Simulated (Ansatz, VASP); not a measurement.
**One calculation of NbTe, two programs**

```
Te Nb
1.0
     3.70297    0.00000    0.00000
    -1.85149    3.20687    0.00000
     0.00000    0.00000    3.69421
Te Nb
1 1
Direct
  0.66667 0.33333 0.00000
  0.00000 0.00000 0.50000
```

Alike in both runs: functional PBEsol; k mesh 8 × 8 × 7; occupations fermi-dirac, width 0.05 eV; no spin polarisation; Hubbard terms Nb d U = 8.0 eV.

|  | VASP | Ansatz |
| --- | --- | --- |
| version | VASP 6.6.1 | Ansatz 0.2.0 |
| potentials or method | VASP PAW PBE potentials, release 64 (Te, Nb_sv) | Ansatz PAW |
| plane-wave cutoff (eV) | 520 | 420 |
| valence electrons in the cell | 19 | 29 |
| task | single point | projected density of states |

|  | VASP | Ansatz | Ansatz less VASP |
| --- | --- | --- | --- |
| gap on the k mesh at the Fermi level (eV) | none | none | - |
| pressure (GPa) | 1.5 | 8.4 | +6.90 |
| traceless stress, the component that is largest in VASP (GPa) | 2.36 | 0.81 | -1.551 |

VASP's potentials were made for PBE, not for PBEsol. The programs project onto different local orbitals, so the same U acts differently, and such runs can settle in different states. A gap of «none» marks a metal or a gap that the smearing closes. VASP's potentials hold 19 valence electrons a cell and Ansatz's 29, so a difference there can come from the potentials and not from the codes.

Neither program's run includes spin-orbit coupling.
